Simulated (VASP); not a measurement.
# CdSe (P6_3mc) in VASP: a series of runs

The runs below take CdSe through single point, with PBEsol.

Program: VASP 6.6.1. These are calculated values, not measurements. Logs are shortened: lines on timing, memory, paths and dates and some standing lists are left out, and cuts for length are marked.

## Step 1: The cell of the first run

Symmetry: P6_3mc, No. 186, hexagonal system. Conventional cell: a = 4.280 Å, b = 4.280 Å, c = 7.054 Å, α = 90.00°, β = 90.00°, γ = 120.00°. Cd (site symmetry 3m) has 4 Se at 2.63 Å within 3.5 Å. Within 3.5 Å of Se (site symmetry 3m) lie 4 Cd at 2.63 Å.

## Step 2: Single point, PBEsol, non-collinear spin, zero start, spin-orbit coupling (film at in-plane strain -0.005)

Contents of INCAR:

```
PREC = Accurate ; ENCUT = 500
EDIFF = 1E-6 ; ISMEAR = -1
SIGMA = 0.01 ; LREAL = F
LASPH = T ; NELM = 200
ALGO = Normal ; ISIF = 2
LWAVE = F ; LCHARG = F
LNONCOLLINEAR = T ; MAGMOM = 0 0 0 0 0 0 0 0 0 0 0 0
LORBIT = 11 ; LSORBIT = T
GGA_COMPAT = F ; LORBMOM = T
GGA = PS ; NBANDS = 50
```

Contents of KPOINTS:

```
regular mesh
0
Gamma
  6 6 4
```

Contents of POSCAR:

```
CdSe
1.0
    4.2795961547      0.0000000000      0.0000000000
   -2.1397980773      3.7062389879      0.0000000000
    0.0000000000      0.0000000000      7.0541121766
Cd Se
2 2
Direct
    0.3333333333      0.6666666667      0.0057512411
    0.6666666667      0.3333333333      0.5057512411
    0.3333333333      0.6666666667      0.3792487589
    0.6666666667      0.3333333333      0.8792487589
```

Potentials or basis: VASP PAW PBE potentials, release 64 (Cd, Se).

Launch:

```console
> cat potpaw_PBE.64/Cd/POTCAR potpaw_PBE.64/Se/POTCAR > POTCAR
> mpirun -np 1 vasp_ncl > vasp.out
```

OUTCAR:

```text
PREC = Accurate
   ENCUT = 500
   EDIFF = 1E-6
   ISMEAR = -1
   LREAL = F
   LASPH = T
   NELM = 200
   ISIF = 2
   LNONCOLLINEAR = T
   LORBIT = 11
   LSORBIT = T
   GGA = PS

 ion  position               nearest neighbor table
   1  0.333  0.667  0.006-   4 2.63   4 2.63   4 2.63   3 2.63
   2  0.667  0.333  0.506-   3 2.63   3 2.63   3 2.63   4 2.63
   3  0.333  0.667  0.379-   2 2.63   2 2.63   2 2.63   1 2.63
   4  0.667  0.333  0.879-   1 2.63   1 2.63   1 2.63   2 2.63

  LATTYP: Found a hexagonal cell.
 ALAT       =     4.2795961547
 C/A-ratio  =     1.6483125794

  Lattice vectors:

 A1 = (   4.2795961547,   0.0000000000,   0.0000000000)
 A2 = (  -2.1397980773,   3.7062389879,   0.0000000000)
 A3 = (   0.0000000000,   0.0000000000,   7.0541121766)

Analysis of symmetry for initial positions (statically):
=====================================================================
 Subroutine PRICEL returns:
 Original cell was already a primitive cell.

 Routine SETGRP: Setting up the symmetry group for a
 hexagonal supercell.

 Subroutine GETGRP returns: Found 12 space group operations
 (whereof  6 operations were pure point group operations)
 out of a pool of 24 trial point group operations.

The static configuration has the point symmetry C_3v.
 The point group associated with its full space group is C_6v.

Analysis of symmetry for dynamics (positions and initial velocities):
=====================================================================
 Subroutine PRICEL returns:
 Original cell was already a primitive cell.

 Routine SETGRP: Setting up the symmetry group for a
 hexagonal supercell.

 Subroutine GETGRP returns: Found 12 space group operations
 (whereof  6 operations were pure point group operations)
 out of a pool of 24 trial point group operations.

The dynamic configuration has the point symmetry C_3v.
 The point group associated with its full space group is C_6v.

Analysis of structural, dynamic, and magnetic symmetry:
=====================================================================
 Subroutine PRICEL returns:
 Original cell was already a primitive cell.

 Routine SETGRP: Setting up the symmetry group for a
 hexagonal supercell.

 Subroutine GETGRP returns: Found 12 space group operations
 (whereof  6 operations were pure point group operations)
 out of a pool of 24 trial point group operations.

The overall configuration has the point symmetry C_3v.
 The point group associated with its full space group is C_6v.

 Subroutine INISYM returns: Found 12 space group operations
 (whereof  6 operations are pure point group operations),
 and found     1 'primitive' translations

----------------------------------------------------------------------------------------

                                     Primitive cell

  volume of cell :     111.8867

  direct lattice vectors                    reciprocal lattice vectors
     4.279596155  0.000000000  0.000000000     0.233666908  0.134907652  0.000000000
    -2.139798077  3.706238988  0.000000000     0.000000000  0.269815304  0.000000000
     0.000000000  0.000000000  7.054112177     0.000000000  0.000000000  0.141761284

  length of vectors
     4.279596155  4.279596155  7.054112177     0.269815304  0.269815304  0.141761284

  position of ions in fractional coordinates (direct lattice)
     0.333333333  0.666666667  0.005751241
     0.666666667  0.333333333  0.505751241
     0.333333333  0.666666667  0.379248759
     0.666666667  0.333333333  0.879248759

  ion indices of the primitive-cell ions
   primitive index   ion index
                 1           1
                 2           2
                 3           3
                 4           4

----------------------------------------------------------------------------------------

 KPOINTS: regular mesh

Automatic generation of k-mesh.
 Grid dimensions read from file:
 generate k-points for:    6    6    4

[... 108 lines left out ...]
  ---------------------------------------------------
  free energy    TOTEN  =       -12.44177683 eV

  energy without entropy =      -12.44177683  energy(sigma->0) =      -12.44177683

 E-fermi :   1.2042     XC(G=0):  -9.1175

 val. band max:        0.9974252067   @ k =   0.0000   0.0000   0.0000
 cond. band min:       1.4101282915   @ k =   0.0000   0.0000   0.0000
 fundamental gap:      0.4127030848
 Fermi energy:         1.2042263704

 k-point     1 :       0.0000    0.0000    0.0000
  band No.  band energies     occupation
      1     -11.7989      1.00000
      2     -11.7989      1.00000
      3     -11.4153      1.00000
      4     -11.4153      1.00000
      5      -7.3576      1.00000
      6      -7.3576      1.00000
[... 1213 lines left out ...]
     47       8.0004      0.00000
     48       8.0004      0.00000

 [... further k-points ...]

 [bands above 48 left out]

------------------------ aborting loop because EDIFF is reached ----------------------------------------

  FORCE on cell =-STRESS in cart. coord.  units (eV):
  Direction    XX          YY          ZZ          XY          YZ          ZX
  --------------------------------------------------------------------------------------
  -------------------------------------------------------------------------------------
  Total        0.5443113      0.5443113      0.2280657      0.0000000      0.0000000      0.0000000
  in kB        7.7943399      7.7943399      3.2658177      0.0000000      0.0000000      0.0000000
  external PRESSURE =       6.2848325 kB  Pullay stress =       0.0000000 kB

 VOLUME and BASIS-vectors are now :
 -----------------------------------------------------------------------------
  energy-cutoff  :      500.00
  volume of cell :      111.89
      direct lattice vectors                 reciprocal lattice vectors
     4.279596155  0.000000000  0.000000000     0.233666908  0.134907652  0.000000000
    -2.139798077  3.706238988  0.000000000     0.000000000  0.269815304  0.000000000
     0.000000000  0.000000000  7.054112177     0.000000000  0.000000000  0.141761284

 POSITION                                       TOTAL-FORCE (eV/Angst)
 -----------------------------------------------------------------------------------
     -0.00000      2.47083      0.04057         0.000000     -0.000000      0.002445
      2.13980      1.23541      3.56763        -0.000000      0.000000      0.002445
     -0.00000      2.47083      2.67526         0.000000      0.000000     -0.002445
      2.13980      1.23541      6.20232        -0.000000     -0.000000     -0.002445
 -----------------------------------------------------------------------------------
    total drift:                               -0.000000      0.000000      0.000781

  FREE ENERGIE OF THE ION-ELECTRON SYSTEM (eV)
  ---------------------------------------------------
  free  energy   TOTEN  =       -12.4417768272 eV

  energy  without entropy=      -12.4417768272  energy(sigma->0) =      -12.44177683

 orbital moment (x)

 # of ion     p       d       tot
 ----------------------------------------
  1        -0.000  -0.000  -0.000
  2        -0.000   0.000   0.000
  3        -0.000   0.000  -0.000
  4        -0.000  -0.000  -0.000
 ----------------------------------------
           -0.000  -0.000  -0.000

 orbital moment (y)

 # of ion     p       d       tot
 ----------------------------------------
  1        -0.000  -0.000  -0.000
  2         0.000   0.000   0.000
  3         0.000  -0.000   0.000
  4        -0.000  -0.000  -0.000
 ----------------------------------------
            0.000   0.000   0.000

 orbital moment (z)

 # of ion     p       d       tot
 ----------------------------------------
  1         0.000  -0.000  -0.000
  2         0.000  -0.000  -0.000
  3         0.000   0.000   0.000
  4         0.000   0.000   0.000
 ----------------------------------------
            0.000  -0.000  -0.000

 Spin-Orbit-Coupling matrix elements

 Ion:    1  E_soc:     -0.0588190
 l=   1
     0.0000000    -0.0027808    -0.0028241
    -0.0027808     0.0000000    -0.0027808
    -0.0028241    -0.0027808     0.0000000
 l=   2
     0.0000000    -0.0013957     0.0000000    -0.0013957    -0.0056252
    -0.0013957     0.0000000    -0.0042166    -0.0013825    -0.0013957
     0.0000000    -0.0042166     0.0000000    -0.0042166     0.0000000
    -0.0013957    -0.0013825    -0.0042166     0.0000000    -0.0013957
    -0.0056252    -0.0013957     0.0000000    -0.0013957     0.0000000
 l=   3
     0.0000000     0.0000000     0.0000000     0.0000000     0.0000000     0.0000000     0.0000000
     0.0000000     0.0000000     0.0000000     0.0000000     0.0000000     0.0000000     0.0000000
     0.0000000     0.0000000     0.0000000     0.0000000     0.0000000     0.0000000     0.0000000
     0.0000000     0.0000000     0.0000000     0.0000000     0.0000000     0.0000000     0.0000000
[... 49 lines left out ...]
 l=   2
     0.0000000    -0.0000010     0.0000000    -0.0000010    -0.0000074
    -0.0000010     0.0000000    -0.0000057    -0.0000001    -0.0000010
     0.0000000    -0.0000057     0.0000000    -0.0000057     0.0000000
    -0.0000010    -0.0000001    -0.0000057     0.0000000    -0.0000010
    -0.0000074    -0.0000010     0.0000000    -0.0000010     0.0000000
 l=   3
     0.0000000     0.0000000     0.0000000     0.0000000     0.0000000     0.0000000     0.0000000
     0.0000000     0.0000000     0.0000000     0.0000000     0.0000000     0.0000000     0.0000000
     0.0000000     0.0000000     0.0000000     0.0000000     0.0000000     0.0000000     0.0000000
     0.0000000     0.0000000     0.0000000     0.0000000     0.0000000     0.0000000     0.0000000
     0.0000000     0.0000000     0.0000000     0.0000000     0.0000000     0.0000000     0.0000000
     0.0000000     0.0000000     0.0000000     0.0000000     0.0000000     0.0000000     0.0000000
     0.0000000     0.0000000     0.0000000     0.0000000     0.0000000     0.0000000     0.0000000

 total charge

# of ion       s       p       d       tot
------------------------------------------
    1        0.448   0.322   9.551  10.320
    2        0.448   0.322   9.551  10.320
    3        1.445   2.382   0.023   3.850
    4        1.445   2.382   0.023   3.850
--------------------------------------------------
tot          3.786   5.407  19.148  28.341

 magnetization (x)

# of ion       s       p       d       tot
------------------------------------------
    1       -0.000   0.000   0.000  -0.000
    2        0.000  -0.000   0.000   0.000
    3        0.000  -0.000  -0.000  -0.000
    4        0.000   0.000  -0.000   0.000
--------------------------------------------------
tot         -0.000   0.000   0.000  -0.000

 magnetization (y)

# of ion       s       p       d       tot
------------------------------------------
    1        0.000   0.000   0.000   0.000
    2        0.000   0.000   0.000   0.000
    3        0.000   0.000   0.000   0.000
    4       -0.000   0.000   0.000   0.000
--------------------------------------------------
tot         -0.000   0.000   0.000   0.000

 magnetization (z)

# of ion       s       p       d       tot
------------------------------------------
    1       -0.000   0.000   0.000   0.000
    2        0.000   0.000   0.000   0.000
    3       -0.000   0.000  -0.000   0.000
    4        0.000   0.000  -0.000   0.000
--------------------------------------------------
tot         -0.000   0.000  -0.000   0.000
```

Run time: 3.1 min. Hardware: 1 thread of Intel Xeon 6975P-C (Granite Rapids), shared host; peak memory 0.55 GiB.

What came out:

| Property | Result |
| --- | --- |
| Free energy | -12.4418 eV |
| Pressure | 0.6 GPa |
| Net moment | 0.00 μB per cell |
| Valence electrons inside the program's atomic spheres | Cd 10.32; Se 3.85 |

Forces in eV/Å, atoms in the order of the input:
```
Cd   0.000  0.000  0.002
Cd   0.000  0.000  0.002
Se   0.000  0.000 -0.002
Se   0.000  0.000 -0.002
```

Moments on the atoms (μB; x, y, z):
```
Cd  0.00 0.00 0.00
Cd  0.00 0.00 0.00
Se  0.00 0.00 0.00
Se  0.00 0.00 0.00
```

Caveat: the cell differs from its parent crystal (film at in-plane strain -0.005); the PAW data sets were made with another functional, which shifts forces and pressure a little.

## Step 3: Single point, PBEsol, non-collinear spin, zero start, spin-orbit coupling (film at in-plane strain +0.005)

Contents of INCAR:

```
ALGO = Normal
EDIFF = 1E-6
ENCUT = 500
GGA = PS
GGA_COMPAT = False
ISIF = 2
ISMEAR = -1
LASPH = True
LCHARG = False
LORBIT = 11
LORBMOM = True
LREAL = False
LSORBIT = True
LWAVE = False
MAGMOM = 0 0 0 0 0 0 0 0 0 0 0 0
NBANDS = 50
NELM = 200
PREC = Accurate
SIGMA = 0.01
```

Contents of KPOINTS:

```
k-points
0
Gamma
  6 6 4
```

Contents of POSCAR:

```
CdSe
1.0
    4.3226071713      0.0000000000      0.0000000000
   -2.1613035856      3.7434876209      0.0000000000
    0.0000000000      0.0000000000      6.9895873256
Cd Se
2 2
Direct
    0.3333333333      0.6666666667      0.0036448014
    0.6666666667      0.3333333333      0.5036448014
    0.3333333333      0.6666666667      0.3813551986
    0.6666666667      0.3333333333      0.8813551986
```

Potentials or basis: VASP PAW PBE potentials, release 64 (Cd, Se).

Launch:

```console
> cat potpaw_PBE.64/Cd/POTCAR potpaw_PBE.64/Se/POTCAR > POTCAR
> mpirun -np 1 vasp_ncl > vasp.out
```

Wall time 2.3 min (1 thread of Intel Xeon 6975P-C (Granite Rapids), shared host); peak memory 0.56 GiB.

It converged, with:

```
Free energy                                           : -12.4446 eV
Pressure                                              : 0.1 GPa
Net moment                                            : 0.00 μB per cell
Valence electrons inside the program's atomic spheres : Cd 10.31; Se 3.84
```

Stress tensor (GPa, compression positive):
```
-0.07  0.00  0.00
 0.00 -0.07  0.00
 0.00  0.00  0.32
```

Moments on the atoms (μB; x, y, z):
```
Cd  0.00 0.00 0.00
Cd  0.00 0.00 0.00
Se  0.00 0.00 0.00
Se  0.00 0.00 0.00
```

Caveat: the cell differs from its parent crystal (film at in-plane strain +0.005); the PAW data sets were made with another functional, which shifts forces and pressure a little.
